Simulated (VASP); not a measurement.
Here is a VASP 6.6.1 calculation.

The input INCAR:

```
ALGO = Normal
DIPOL = 0.5 0.5 0.500
EDIFF = 1E-7
ENCUT = 520
GGA = PE
IDIPOL = 3
ISIF = 2
ISMEAR = 0
LASPH = T
LCHARG = T
LDIPOL = T
LELF = T
LREAL = F
LVACPOTAV = T
LVHAR = T
LWAVE = F
NBANDS = 20
NELM = 60
PREC = Accurate
SIGMA = 0.1
```

File KPOINTS:

```
k-points
0
Gamma
  6 6 1
```

The input POSCAR:

```
PbS2
1.0
    2.9687574900      0.0000000000      0.0000000000
   -1.4843782800      2.5710193200      0.0000000000
    0.0000000000      0.0000000000     17.0000000000
Pb S
1 2
Direct
    0.0000000000      0.0000000000      0.4989604700
    0.3333333300      0.6666666700      0.4134479700
    0.3333333300      0.6666666700      0.5865520300
```

Potentials or basis: VASP PAW PBE potentials, release 64 (Pb_d, S).

Launch:

```console
$ cat potpaw_PBE.64/Pb_d/POTCAR potpaw_PBE.64/S/POTCAR > POTCAR
$ mpirun -np 1 vasp_std > vasp.out
```

Task: What does it give for the band gap on the k mesh?

Result: Zero (bands 13 and 14 overlap by 0.53 eV).

Task: Estimate the largest force.

Result: 11.375 eV/Å.

Forces on the atoms (eV/Å):
```
Pb    0.000   0.000   0.823
S     0.000   0.000 -11.375
S     0.000   0.000  10.552
```

Caveat: the k points lie up to 0.41 Å⁻¹ apart, too coarse for converged energies and pressures of a metal; spin-orbit coupling is left out, which moves the levels of the heavy elements.
